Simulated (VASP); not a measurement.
The system is GaCo.

```
CELL_PARAMETERS angstrom
3.24869 0.00000 0.00000
-1.62435 2.81345 0.00000
0.00000 0.00000 2.89293
ATOMIC_POSITIONS crystal
Ga 0.33333 0.66667 0.50000
Co 0.00000 0.00000 0.00000
```

- Program: VASP 6.6.1
- Task: relaxation of cell and atoms
- Functional: PBE
- Potentials or basis: VASP PAW PBE potentials, release 64 (Ga_d, Co)
- Cutoff: 600 eV
- k mesh: 15 × 15 × 14
- Occupations: gaussian, width 0.1 eV
- Spin: no spin polarisation

At the start: pressure 6.7 GPa; volume 13.22 Å³/atom.

Problem. Where does the relaxation end?

Solution. Over 39 steps the energy falls by 178.4 meV/atom and the volume is 12.56 Å³/atom (-5.0 %); space group P-6m2 (No. 187, to 0.1 Å) before and after.

The path:
```tsv
step	energy change (eV)	largest force (eV/Å)	pressure (GPa)	volume (Å³)
1	0.0000	0.0000	6.75	26.44
2	-0.0103	0.0000	-4.56	28.63
3	-0.0252	0.0000	-0.09	27.64
4	-0.0252	0.0000	0.05	27.61
5	-0.0255	0.0000	0.00	27.60
6	-0.0260	0.0000	0.11	27.55
7	-0.0266	0.0000	0.20	27.44
8	-0.0266	0.0000	0.11	27.42
9	-0.0268	0.0000	0.14	27.37
10	-0.0282	0.0000	0.34	27.26
11	-0.0411	0.0000	0.68	27.04
12	-0.0989	0.0000	1.33	26.55
13	-0.2411	0.0000	3.85	25.40
14	-0.1571	0.0000	19.50	22.53
15	-0.3135	0.0000	7.13	24.42
16	-0.2791	0.0000	13.45	23.27
17	-0.3177	0.0000	10.11	23.86
18	-0.3144	0.0000	10.36	23.76
19	-0.3144	0.0000	10.24	23.75
20	-0.3145	0.0000	10.35	23.75
21	-0.3145	0.0000	10.36	23.75
22	-0.3146	0.0000	10.39	23.74
23	-0.3146	0.0000	10.24	23.73
24	-0.3146	0.0000	10.27	23.74
25	-0.3148	0.0000	10.24	23.74
26	-0.3151	0.0000	10.24	23.74
27	-0.3158	0.0000	10.12	23.75
28	-0.3171	0.0000	9.97	23.78
29	-0.3198	0.0000	9.58	23.82
30	-0.3248	0.0000	8.84	23.91
31	-0.3336	0.0000	7.47	24.09
32	-0.3468	0.0000	4.78	24.44
33	-0.3566	0.0000	0.00	25.17
34	-0.3566	0.0000	0.14	25.14
35	-0.3567	0.0000	0.14	25.14
36	-0.3567	0.0000	0.14	25.14
37	-0.3568	0.0000	0.03	25.13
38	-0.3568	0.0000	-0.07	25.12
39	-0.3569	0.0000	0.10	25.13
```

Final structure:
```
Ga Co
1.0
     2.77893    0.00000    0.00000
    -1.38947    2.40663    0.00000
     0.00000    0.00000    3.75713
Ga Co
1 1
Direct
  0.33333 0.66667 0.50000
  0.00000 0.00000 0.00000
```

Caveat: a cell axis changed by over 15 % at a fixed basis, so the end point is rough; the run has no spin polarisation, though such a crystal can be magnetic.
